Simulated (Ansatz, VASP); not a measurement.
**Al in VASP and in Ansatz**

```xyz
2
Lattice="0.0000 3.1400 3.1400 3.1400 0.0000 3.1400 3.1400 3.1400 0.0000" Properties=species:S:1:pos:R:3 pbc="T T T"
Al    0.7850    0.7850    0.7850
Al    5.4950    5.4950    5.4950
```

Alike in both runs: task single point; functional PBE; k mesh 15 × 15 × 15; occupations fermi-dirac, width 0.1 eV; no spin polarisation.

```csv
,VASP,Ansatz
version,VASP 6.6.1,Ansatz 0.2.0
potentials or method,"VASP PAW PBE potentials, release 64 (Al), cutoff 520 eV","plane waves (420 eV) with PAW, scalar-relativistic"
valence electrons in the cell,6,6
```

```tsv
	VASP	Ansatz	Ansatz less VASP
pressure (GPa)	-3.3	-3.3	+0.02
```
